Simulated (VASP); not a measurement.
Set up this calculation in VASP 6.6.1, as the native input.

- Task: single point
- Functional: PBE
- Potentials or basis: VASP PAW PBE potentials, release 64 (Sc_sv, Si, O)
- Cutoff: 520 eV
- k mesh: 4 × 4 × 4
- Occupations: gaussian, width 0.1 eV
- Spin: no spin polarisation
- Dipole correction: no
- Further INCAR settings: ALGO = Normal; EDIFF = 1e-06; NBANDS = 26

The structure of ScSi4O lies in POSCAR:

```
ScSi4O
1.0
    0.0000000000      3.5877548600      3.5877548600
    3.5877548600      0.0000000000      3.5877548600
    3.5877548600      3.5877548600      0.0000000000
Sc Si O
1 4 1
Direct
    0.0000000000      0.0000000000      0.0000000000
    0.8749087200      0.3750304300      0.3750304300
    0.3750304300      0.3750304300      0.3750304300
    0.3750304300      0.8749087200      0.3750304300
    0.3750304300      0.3750304300      0.8749087200
    0.7500000000      0.7500000000      0.7500000000
```

The input as run:

INCAR

```
  PREC = Accurate
  ENCUT = 520
  EDIFF = 1E-6
  ISMEAR = 0
  SIGMA = 0.1
  LREAL = F
  LASPH = T
  NELM = 80
  ALGO = Normal
  ISIF = 2
  LWAVE = F
  LCHARG = F
  GGA = PE
  NBANDS = 26
```

KPOINTS

```
Automatic mesh
0
Gamma
  4 4 4
```

Potentials or basis: VASP PAW PBE potentials, release 64 (Sc_sv, Si, O).

The run is started by

```console
$ cat potpaw_PBE.64/Sc_sv/POTCAR potpaw_PBE.64/Si/POTCAR potpaw_PBE.64/O/POTCAR > POTCAR
$ mpirun -np 1 vasp_std > vasp.out
```

Results of the run:

| Property | Result |
| --- | --- |
| Pressure | -6.8 GPa |
| Largest force | 0.536 eV/Å |

Caveat: the k points lie up to 0.38 Å⁻¹ apart; an odd number of electrons without spin polarisation forces a metal; a magnetic or distorted state may lie lower.

Run time: 15 s on 1 thread of Intel(R) Xeon(R) 6975P-C (Granite Rapids), with other jobs on the host, peak memory 0.24 GiB.
